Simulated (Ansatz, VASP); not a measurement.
# One calculation of GaAs, two programs

Contents of POSCAR:

```
GaAs
1.0
    3.7321680210      0.0000000000      0.0000000000
   -1.8660840105      3.2321523174      0.0000000000
    0.0000000000      0.0000000000      6.3327909813
Ga As
2 2
Direct
    0.0000000000      0.0000000000      0.0000000000
    0.0000000000      0.0000000000      0.5000000000
    0.3333333333      0.6666666667      0.2500000000
    0.6666666667      0.3333333333      0.7500000000
```

The input INCAR.step1:

```
PREC = Accurate ; ENCUT = 520
EDIFF = 1E-5 ; ISMEAR = -1
SIGMA = 0.02 ; LREAL = False
LASPH = True ; NELM = 60
ALGO = Normal ; ISIF = 2
LWAVE = True ; LCHARG = False
NBANDS = 26 ; GGA = PE
```

File INCAR.step2:

```
PREC = Accurate ; ENCUT = 520
EDIFF = 1E-6 ; ISMEAR = -1
SIGMA = 0.02 ; LREAL = False
LASPH = True ; NELM = 60
ALGO = Normal ; ISIF = 2
LWAVE = False ; LCHARG = False
GGA = PE ; LHFCALC = True
AEXX = 0.1 ; HFSCREEN = 0.5
PRECFOCK = Normal ; NBANDS = 26
ISTART = 1
```

The input KPOINTS:

```
Automatic mesh
0
Gamma
  6 6 2
```

Input for Ansatz:

```yaml
crystal:
  lattice:
    - [3.732168021, 0.0, 0.0]
    - [-1.8660840105, 3.2321523174, 0.0]
    - [0.0, 0.0, 6.3327909813]
  atoms:
    - { symbol: Ga, position: [0.0, 0.0, 0.0] }
    - { symbol: Ga, position: [0.0, 0.0, 0.5] }
    - { symbol: As, position: [0.3333333333, 0.6666666667, 0.25] }
    - { symbol: As, position: [0.6666666667, 0.3333333333, 0.75] }
kpoints:
  mp_grid: { grid: [6, 6, 2] }
hamiltonian:
  xc: { exchange: pbe, correlation: pbe, exx: { coeff: 0.1, omega: 0.5 } }
scf:
  occupations: { method: fermi_dirac, width: 0.02 }
  n_extra_bands: 5
output:
  forces: true
  stress: true
  eigenvalues: true
```

Alike in both runs: task single point; functional PBE-based screened hybrid; k mesh 6 × 6 × 2; occupations fermi-dirac, width 0.02 eV; no spin polarisation.

|  | VASP | Ansatz |
| --- | --- | --- |
| version | VASP 6.6.1 | Ansatz 0.2.0 |
| potentials or method | VASP PAW PBE potentials, release 64 (Ga_d, As) | plane waves |
| plane-wave cutoff (eV) | 520 | 420 |
| valence electrons in the cell | 36 | 56 |

```csv
,VASP,Ansatz,Ansatz less VASP
pressure (GPa),2.1,2.0,-0.15
"traceless stress, the component that is largest in VASP (GPa)",2.01,2.01,-0.002
```

VASP's potentials were made for PBE, not for PBE-based screened hybrid. VASP's potentials hold 36 valence electrons a cell and Ansatz's 56, so a difference there can come from the potentials and not from the codes. Ansatz's warnings: filled band counts differ across k points, stress exchange threshold loose, stress scf threshold loose.

The k mesh is coarse, so the values compare programs but aren't converged.
